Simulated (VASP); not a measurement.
Write the native input for VASP 6.6.1 that does the following.

```yaml
Task: single point
Functional: PBEsol
Potentials_or_basis: VASP PAW PBE potentials, release 64 (Tl_d)
Cutoff: 520 eV
k_mesh: 18 × 18 × 18
Occupations: gaussian, width 0.15 eV
Spin: no spin polarisation
Dipole_correction: no
Further_INCAR_settings: ALGO = Fast; EDIFF = 1e-07; NBANDS = 12
```

The structure of Tl lies in POSCAR:

```
Tl
1.0
   -1.8924750000      1.8924750000      1.8924750000
    1.8924750000     -1.8924750000      1.8924750000
    1.8924750000      1.8924750000     -1.8924750000
Tl
1
Direct
    0.0000000000      0.0000000000      0.0000000000
```

This isn't the form of Tl at room conditions, which is hcp.

This cell differs from its parent crystal: strain -0.025 along x and y, -0.025 along z.

The input as run:

INCAR

```
SYSTEM = Tl
ALGO     = Fast           ! electronic algorithm
EDIFF    = 1E-7           ! SCF threshold, eV
ENCUT    = 520            ! plane-wave cutoff, eV
GGA      = PS             ! functional
ISIF     = 2              ! what is computed and relaxed
ISMEAR   = 0              ! smearing method
LASPH    = .True.         ! aspherical terms in the spheres
LCHARG   = .True.         ! write CHGCAR
LELF     = .True.         ! ELF
LREAL    = .False.        ! projectors in reciprocal space
LVHAR    = .True.       
LWAVE    = .False.        ! write WAVECAR
NBANDS   = 12             ! bands
NELM     = 100            ! most SCF steps
PREC     = Accurate       ! precision mode
SIGMA    = 0.15           ! smearing width, eV
```

KPOINTS

```
k-points
0
Gamma
  18 18 18
  0 0 0
```

Potentials or basis: VASP PAW PBE potentials, release 64 (Tl_d).

Command:

```bash
$ cat potpaw_PBE.64/Tl_d/POTCAR > POTCAR
$ mpirun -np 1 vasp_std > vasp.out
```

It gave:

```yaml
Pressure: 2.1 GPa
Band_gap_on_the_k_mesh: zero (an odd number of electrons rules out a gap without spin polarisation)
```

Caveat: the cell differs from its parent crystal (strain -0.025 along x and y, -0.025 along z); the PAW data sets were made with another functional, which shifts forces and pressure a little; spin-orbit coupling is left out, which moves the levels of the heavy elements.

Run time: 63 s on 1 thread of Intel Xeon 8259CL, with other jobs on the host, peak memory 0.18 GiB.
